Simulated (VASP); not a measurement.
Wanted: the native input for a VASP 6.6.1 run.

```
Task                   : relaxation of cell and atoms
Functional             : PBE
Potentials or basis    : VASP PAW PBE potentials, release 64 (Cu)
Cutoff                 : 600 eV
k mesh                 : 20 × 20 × 20
Occupations            : gaussian, width 0.1 eV
Spin                   : no spin polarisation
Dipole correction      : no
Further INCAR settings : ALGO = Normal; EDIFF = 1e-07; IBRION = 2; EDIFFG = -0.003; NSW = 80; ISIF = 3
```

The structure of Cu lies in POSCAR:

```
Cu
1.0
    0.0000000000      1.8050000000      1.8050000000
    1.8050000000      0.0000000000      1.8050000000
    1.8050000000      1.8050000000      0.0000000000
Cu
1
Direct
    0.0000000000      0.0000000000      0.0000000000
```

These files were run (other wordings do the same):

INCAR

```
SYSTEM = Cu
PREC = Accurate
ENCUT = 600
EDIFF = 1E-7
ISMEAR = 0
SIGMA = 0.1
LREAL = .FALSE.
LASPH = .TRUE.
NELM = 60
ALGO = Normal
ISIF = 3
LWAVE = .FALSE.
LCHARG = .FALSE.
GGA = PE
IBRION = 2
NSW = 80
EDIFFG = -0.003
```

KPOINTS

```
regular mesh
0
G
  20 20 20
  0 0 0
```

Potentials or basis: VASP PAW PBE potentials, release 64 (Cu).

Launch:

```console
$ cat potpaw_PBE.64/Cu/POTCAR > POTCAR
$ mpirun -np 1 vasp_std > vasp.out
```

Results of the run:

```
Relaxed volume                         : 12.01 Å³/atom
Relaxed cell                           : a = 2.570 Å, b = 2.570 Å, c = 2.570 Å, α = 60.00°, β = 60.00°, γ = 60.00°
Space group after relaxing (to 0.05 Å) : Fm-3m (No. 225)
Energy gained by relaxing              : 2.2 meV/atom
Ionic steps                            : 3
Pressure after relaxing                : 0.0 GPa
```

Run time: 39 s on 1 thread of AMD EPYC 9R45 96-Core Processor (Zen 5), on a shared host, peak memory 0.13 GiB.
